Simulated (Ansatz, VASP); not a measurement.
# SrTe: VASP beside Ansatz

```
CELL_PARAMETERS angstrom
0.00000 3.31000 3.31000
3.31000 0.00000 3.31000
3.31000 3.31000 0.00000
ATOMIC_POSITIONS crystal
Sr 0.00000 0.00000 0.00000
Te 0.50000 0.50000 0.50000
```

Alike in both runs: task single point; functional LDA; k mesh 6 × 6 × 6; occupations gaussian, width 0.1 eV; no spin polarisation.

|  | VASP | Ansatz |
| --- | --- | --- |
| version | VASP 6.6.1 | Ansatz 0.2.0 |
| potentials or method | VASP PAW LDA potentials, release 64 (Sr_sv, Te), cutoff 500 eV | scalar-relativistic, plane waves, PAW |
| valence electrons in the cell | 16 | 26 |

|  | VASP | Ansatz | Ansatz less VASP |
| --- | --- | --- | --- |
| gap on the k mesh at the Fermi level (eV) | 1.52 | 1.56 | +0.035 |
| least direct gap on the mesh (eV) | 2.28 | 2.31 | +0.028 |
| pressure (GPa) | -1.4 | -1.5 | -0.14 |

Ansatz warns that its potentials were made for another functional, while VASP's fit it. LDA's correlation is that of Perdew and Zunger in VASP and of Perdew and Wang (1992) in Ansatz. VASP's potentials hold 16 valence electrons a cell and Ansatz's 26, so a difference there can come from the potentials and not from the codes.

Neither program's run includes spin-orbit coupling.
